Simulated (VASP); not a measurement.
Set up this calculation in VASP 6.6.1, as the native input.

| Property | Result |
| --- | --- |
| Task | single point |
| Functional | r2SCAN |
| Potentials or basis | VASP PAW PBE potentials, release 64 (Pb_d, S) |
| Cutoff | 520 eV |
| k mesh | 8 × 8 × 8 |
| Occupations | gaussian, width 0.05 eV |
| Spin | no spin polarisation |
| Dipole correction | no |
| Further INCAR settings | ALGO = Normal; EDIFF = 1e-06; NBANDS = 17 |

The system is PbS.

```
CELL_PARAMETERS angstrom
0.00000 3.04832 3.04832
2.96500 0.08332 2.96500
2.96500 2.96500 0.08332
ATOMIC_POSITIONS crystal
Pb 0.00000 0.00000 0.00000
S 0.50000 0.50000 0.50000
```

This cell differs from its parent crystal: strain +0.0562 x Voigt [0, 0, 0, 1, 0, 0].

These files were run (other wordings do the same):

POSCAR

```
PbS
1.0
    0.0000000000      3.0483165000      3.0483165000
    2.9650000000      0.0833165000      2.9650000000
    2.9650000000      2.9650000000      0.0833165000
Pb S
1 1
Direct
    0.0000000000      0.0000000000      0.0000000000
    0.5000000000      0.5000000000      0.5000000000
```

INCAR.step1

```
SYSTEM = PbS
ALGO     = Normal         ! electronic algorithm
EDIFF    = 1E-4           ! SCF threshold, eV
ENCUT    = 520            ! plane-wave cutoff, eV
GGA      = PE             ! functional
ISMEAR   = 0              ! smearing method
LASPH    = .TRUE.         ! aspherical terms in the spheres
LCHARG   = .FALSE.        ! write CHGCAR
LREAL    = .FALSE.        ! projectors in reciprocal space
LWAVE    = .TRUE.         ! write WAVECAR
NBANDS   = 17             ! bands
NELM     = 100            ! most SCF steps
PREC     = Accurate       ! precision mode
SIGMA    = 0.05           ! smearing width, eV
```

INCAR.step2

```
SYSTEM = PbS
ALGO     = Normal         ! electronic algorithm
EDIFF    = 1E-6           ! SCF threshold, eV
ENCUT    = 520            ! plane-wave cutoff, eV
ISIF     = 2              ! what is computed and relaxed
ISMEAR   = 0              ! smearing method
ISTART   = 1            
LASPH    = .TRUE.         ! aspherical terms in the spheres
LCHARG   = .FALSE.        ! write CHGCAR
LMIXTAU  = .TRUE.       
LREAL    = .FALSE.        ! projectors in reciprocal space
LWAVE    = .FALSE.        ! write WAVECAR
METAGGA  = R2SCAN         ! meta-GGA
NBANDS   = 17             ! bands
NELM     = 100            ! most SCF steps
PREC     = Accurate       ! precision mode
SIGMA    = 0.05           ! smearing width, eV
```

KPOINTS

```
k-points
0
G
  8 8 8
  0 0 0
```

Potentials or basis: VASP PAW PBE potentials, release 64 (Pb_d, S).

The run is started by

```console
$ cat potpaw_PBE.64/Pb_d/POTCAR potpaw_PBE.64/S/POTCAR > POTCAR
$ cp INCAR.step1 INCAR
$ mpirun -np 1 vasp_std > vasp.out
$ cp INCAR.step2 INCAR
$ mpirun -np 1 vasp_std > vasp.out
```

Results of the run:

| Property | Result |
| --- | --- |
| Pressure | 1.3 GPa |
| Band gap on the k mesh | 0.32 eV (least direct gap 0.55 eV) |

Caveat: the cell differs from its parent crystal (strain +0.0562 x Voigt [0, 0, 0, 1, 0, 0]); the PAW data sets were made with another functional, which shifts forces and pressure a little; spin-orbit coupling is left out, which moves the levels of the heavy elements.

Run time: 3.8 min on 1 thread of AMD EPYC 7R13 Processor (Zen 3) (shared host), peak memory 0.21 GiB.
